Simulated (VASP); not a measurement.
# PbO (P4/nmm) in VASP: single point with PBE

Aim: the single point of PbO with PBE.

Everything below comes from runs of VASP 6.6.1. Logs are shortened: lines on timing, memory, paths and dates and some standing lists are left out, and cuts for length are marked.

## Step 1: The cell of the first run

Symmetry: P4/nmm, No. 129, tetragonal system. Conventional cell: a = 4.057 Å, b = 4.057 Å, c = 5.597 Å, α = 90.00°, β = 90.00°, γ = 90.00°. Pb (site symmetry 4mm) has 4 O at 2.35 Å within 3.1 Å. O (site symmetry -4m2) has 4 Pb at 2.35 Å and 4 O at 2.87 Å within 3.1 Å.

## Step 2: Single point, PBE, non-collinear spin, zero start, spin-orbit coupling

The input, INCAR:

```
SYSTEM = PbO
ALGO = Normal
EDIFF = 1E-6
ENCUT = 520
GGA = PE
GGA_COMPAT = .False.
ISIF = 2
ISMEAR = 0
LASPH = .True.
LCHARG = .True.
LORBIT = 11
LORBMOM = .True.
LREAL = .False.
LSORBIT = .True.
LVHAR = .True.
LWAVE = .False.
MAGMOM = 0 0 0 0 0 0 0 0 0 0 0 0
NBANDS = 54
NELM = 150
PREC = Accurate
SIGMA = 0.05
```

The input, KPOINTS:

```
k-points
0
Gamma
  8 8 6
  0 0 0
```

The input, POSCAR:

```
PbO
1.0
    4.0568205074      0.0000000000      0.0000000000
    0.0000000000      4.0568205074      0.0000000000
    0.0000000000      0.0000000000      5.5970748864
Pb O
2 2
Direct
    0.5000000000      0.0000000000      0.2126163502
    0.0000000000      0.5000000000      0.7873836498
    0.0000000000      0.0000000000      0.0000000000
    0.5000000000      0.5000000000      0.0000000000
```

Potentials or basis: VASP PAW PBE potentials, release 64 (Pb_d, O).

Command:

```sh
> cat potpaw_PBE.64/Pb_d/POTCAR potpaw_PBE.64/O/POTCAR > POTCAR
> mpirun -np 1 vasp_ncl > vasp.out
```

OUTCAR:

```text
SYSTEM = PbO
   EDIFF = 1E-6
   ENCUT = 520
   GGA = PE
   ISIF = 2
   ISMEAR = 0
   LASPH = .True.
   LORBIT = 11
   LREAL = .False.
   LSORBIT = .True.
   NELM = 150
   PREC = Accurate

 ion  position               nearest neighbor table
   1  0.500  0.000  0.213-   3 2.35   4 2.35   4 2.35   3 2.35   2 3.73   2 3.73   2 3.73   2 3.73

   2  0.000  0.500  0.787-   3 2.35   4 2.35   3 2.35   4 2.35   1 3.73   1 3.73   1 3.73   1 3.73

   3  0.000  0.000  0.000-   1 2.35   2 2.35   2 2.35   1 2.35
   4  0.500  0.500  0.000-   1 2.35   2 2.35   1 2.35   2 2.35

  LATTYP: Found a simple tetragonal cell.
 ALAT       =     4.0568205074
 C/A-ratio  =     1.3796703296

  Lattice vectors:

 A1 = (   4.0568205074,   0.0000000000,   0.0000000000)
 A2 = (   0.0000000000,   4.0568205074,   0.0000000000)
 A3 = (   0.0000000000,   0.0000000000,   5.5970748864)

Analysis of symmetry for initial positions (statically):
=====================================================================
 Subroutine PRICEL returns:
 Original cell was already a primitive cell.

 Routine SETGRP: Setting up the symmetry group for a
 simple tetragonal supercell.

 Subroutine GETGRP returns: Found 16 space group operations
 (whereof  8 operations were pure point group operations)
 out of a pool of 16 trial point group operations.

The static configuration has the point symmetry D_2d.
 The point group associated with its full space group is D_4h.

Analysis of symmetry for dynamics (positions and initial velocities):
=====================================================================
 Subroutine PRICEL returns:
 Original cell was already a primitive cell.

 Routine SETGRP: Setting up the symmetry group for a
 simple tetragonal supercell.

 Subroutine GETGRP returns: Found 16 space group operations
 (whereof  8 operations were pure point group operations)
 out of a pool of 16 trial point group operations.

The dynamic configuration has the point symmetry D_2d.
 The point group associated with its full space group is D_4h.

Analysis of structural, dynamic, and magnetic symmetry:
=====================================================================
 Subroutine PRICEL returns:
 Original cell was already a primitive cell.

 Routine SETGRP: Setting up the symmetry group for a
 simple tetragonal supercell.

 Subroutine GETGRP returns: Found 16 space group operations
 (whereof  8 operations were pure point group operations)
 out of a pool of 16 trial point group operations.

The overall configuration has the point symmetry D_2d.
 The point group associated with its full space group is D_4h.
[... 1513 lines left out ...]
    total drift:                                0.000000      0.000000      0.000000

  FREE ENERGIE OF THE ION-ELECTRON SYSTEM (eV)
  ---------------------------------------------------
  free  energy   TOTEN  =       -22.2654768192 eV

  energy  without entropy=      -22.2654768192  energy(sigma->0) =      -22.26547682

 orbital moment (x)

 # of ion     p       d       tot
 ----------------------------------------
  1         0.000  -0.000  -0.000
  2         0.000  -0.000  -0.000
  3         0.000   0.000   0.000
  4         0.000   0.000   0.000
 ----------------------------------------
            0.000  -0.000  -0.000

 orbital moment (y)

 # of ion     p       d       tot
 ----------------------------------------
  1        -0.000   0.000  -0.000
  2        -0.000  -0.000  -0.000
  3         0.000   0.000   0.000
  4         0.000   0.000   0.000
 ----------------------------------------
           -0.000   0.000  -0.000

 orbital moment (z)

 # of ion     p       d       tot
 ----------------------------------------
  1         0.000  -0.000  -0.000
  2         0.000  -0.000  -0.000
  3         0.000   0.000   0.000
  4        -0.000   0.000  -0.000
 ----------------------------------------
           -0.000  -0.000  -0.000

 Spin-Orbit-Coupling matrix elements

 Ion:    1  E_soc:     -0.7732363
 l=   1
     0.0000000    -0.0660903    -0.0554899
    -0.0660903     0.0000000    -0.0660903
    -0.0554899    -0.0660903     0.0000000
 l=   2
     0.0000000    -0.0133544     0.0000000    -0.0133544    -0.0523799
    -0.0133544     0.0000000    -0.0403594    -0.0129199    -0.0131100
     0.0000000    -0.0403594     0.0000000    -0.0403594     0.0000000
    -0.0133544    -0.0129199    -0.0403594     0.0000000    -0.0131100
    -0.0523799    -0.0131100     0.0000000    -0.0131100     0.0000000
 l=   3
     0.0000000     0.0000000     0.0000000     0.0000000     0.0000000     0.0000000     0.0000000
     0.0000000     0.0000000     0.0000000     0.0000000     0.0000000     0.0000000     0.0000000
     0.0000000     0.0000000     0.0000000     0.0000000     0.0000000     0.0000000     0.0000000
     0.0000000     0.0000000     0.0000000     0.0000000     0.0000000     0.0000000     0.0000000
[... 49 lines left out ...]
 l=   2
     0.0000000     0.0000000     0.0000000     0.0000000     0.0000000
     0.0000000     0.0000000     0.0000000     0.0000000     0.0000000
     0.0000000     0.0000000     0.0000000     0.0000000     0.0000000
     0.0000000     0.0000000     0.0000000     0.0000000     0.0000000
     0.0000000     0.0000000     0.0000000     0.0000000     0.0000000
 l=   3
     0.0000000     0.0000000     0.0000000     0.0000000     0.0000000     0.0000000     0.0000000
     0.0000000     0.0000000     0.0000000     0.0000000     0.0000000     0.0000000     0.0000000
     0.0000000     0.0000000     0.0000000     0.0000000     0.0000000     0.0000000     0.0000000
     0.0000000     0.0000000     0.0000000     0.0000000     0.0000000     0.0000000     0.0000000
     0.0000000     0.0000000     0.0000000     0.0000000     0.0000000     0.0000000     0.0000000
     0.0000000     0.0000000     0.0000000     0.0000000     0.0000000     0.0000000     0.0000000
     0.0000000     0.0000000     0.0000000     0.0000000     0.0000000     0.0000000     0.0000000

 total charge

# of ion       s       p       d       tot
------------------------------------------
    1        1.380   0.608   9.872  11.860
    2        1.380   0.608   9.872  11.860
    3        1.579   3.368   0.000   4.947
    4        1.579   3.368   0.000   4.947
--------------------------------------------------
tot          5.919   7.952  19.744  33.614

 magnetization (x)

# of ion       s       p       d       tot
------------------------------------------
    1        0.000   0.000   0.000   0.000
    2        0.000   0.000   0.000   0.000
    3       -0.000   0.000   0.000   0.000
    4        0.000  -0.000   0.000  -0.000
--------------------------------------------------
tot          0.000   0.000   0.000   0.000

 magnetization (y)

# of ion       s       p       d       tot
------------------------------------------
    1        0.000   0.000   0.000   0.000
    2       -0.000   0.000  -0.000  -0.000
    3        0.000   0.000   0.000   0.000
    4        0.000   0.000   0.000   0.000
--------------------------------------------------
tot         -0.000   0.000   0.000   0.000

 magnetization (z)

# of ion       s       p       d       tot
------------------------------------------
    1        0.000   0.000   0.000   0.000
    2        0.000   0.000   0.000   0.000
    3        0.000   0.000   0.000   0.000
    4        0.000  -0.000   0.000  -0.000
--------------------------------------------------
tot          0.000  -0.000   0.000  -0.000
```

Run time: 7.9 min. Hardware: 1 thread of Oxide Virtual Turin-like, shared host; peak memory 0.56 GiB.

What came out:

* Free energy: -22.2655 eV
* Pressure: 0.0 GPa
* Largest force: 0.061 eV/Å
* Net moment: 0.00 μB per cell
* Valence electrons inside the program's atomic spheres: Pb 11.86; O 4.95

Forces on the atoms (eV/Å):
```
Pb   0.000  0.000  0.061
Pb   0.000  0.000 -0.061
O    0.000  0.000  0.000
O    0.000  0.000  0.000
```

Stress tensor (GPa, compression positive):
```
-0.12  0.00  0.00
 0.00 -0.12  0.00
 0.00  0.00  0.13
```

Moments on the atoms (μB; x, y, z):
```
Pb  0.00 0.00 0.00
Pb  0.00 0.00 0.00
O   0.00 0.00 0.00
O   0.00 0.00 0.00
```
